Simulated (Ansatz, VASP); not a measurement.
**C in VASP and in Ansatz**

File INCAR:

```
SYSTEM = C
ALGO     = Normal         ! electronic algorithm
EDIFF    = 1E-7           ! SCF threshold, eV
ENCUT    = 520            ! plane-wave cutoff, eV
GGA      = CA             ! functional
ISIF     = 2              ! what is computed and relaxed
ISMEAR   = 0              ! smearing method
LASPH    = .TRUE.         ! aspherical terms in the spheres
LCHARG   = .FALSE.        ! write CHGCAR
LREAL    = .FALSE.        ! projectors in reciprocal space
LWAVE    = .FALSE.        ! write WAVECAR
NBANDS   = 16             ! bands
NELM     = 80             ! most SCF steps
PREC     = Accurate       ! precision mode
SIGMA    = 0.03           ! smearing width, eV
```

The input KPOINTS:

```
k-points
0
G
  16 16 6
  0 0 0
```

Contents of POSCAR:

```
C
1.0
    1.2227846672      2.1166507485      0.0000000000
    1.2227846672     -2.1166507485      0.0000000000
    0.0000000000      0.0000000000     -6.7194983675
C
4
Direct
    0.1903287905      0.8096712095      0.0000000000
    0.6430843407      0.3569156593      0.5000000000
    0.8569156593      0.1430843407      1.0000000000
    0.3096712095      0.6903287905      0.5000000000
```

Input for Ansatz:

```yaml
crystal:
  lattice:
    - [1.2227846672, 2.1166507485, 0.0]
    - [1.2227846672, -2.1166507485, 0.0]
    - [0.0, 0.0, -6.7194983675]
  atoms:
    - { symbol: C, position: [0.1903287905, 0.8096712095, 0.0] }
    - { symbol: C, position: [0.6430843407, 0.3569156593, 0.5] }
    - { symbol: C, position: [0.8569156593, 0.1430843407, 1.0] }
    - { symbol: C, position: [0.3096712095, 0.6903287905, 0.5] }
basis:
  ecutwfc: 420
kpoints:
  mp_grid: { grid: [16, 16, 6] }
hamiltonian:
  xc: lda
scf:
  occupations: { method: gaussian, width: 0.03 }
output:
  forces: true
  stress: true
  eigenvalues: true
```

Change from the starting cell: mode 1 (-37.7 1/cm) frozen in, largest displacement +0.100 Å.

Alike in both runs: task single point; functional LDA; k mesh 16 × 16 × 6; occupations gaussian, width 0.03 eV; no spin polarisation.

```csv
,VASP,Ansatz
version,VASP 6.6.1,Ansatz 0.2.0
potentials or method,"VASP PAW LDA potentials, release 64 (C), cutoff 520 eV","scalar-relativistic, plane waves, PAW"
valence electrons in the cell,16,16
```

```csv
,VASP,Ansatz,Ansatz less VASP
gap on the k mesh at the Fermi level (eV),0.24,0.24,+0.003
least direct gap on the mesh (eV),0.28,0.29,+0.003
pressure (GPa),0.8,0.0,-0.80
"traceless stress, the component that is largest in VASP (GPa)",-0.87,0.06,+0.928
rms of the force components (eV/Å),0.014,0.014,0.0000
```

LDA's correlation is that of Perdew and Zunger in VASP and of Perdew and Wang (1992) in Ansatz. Atom by atom the forces differ by 0.000 eV/Å (rms over components).
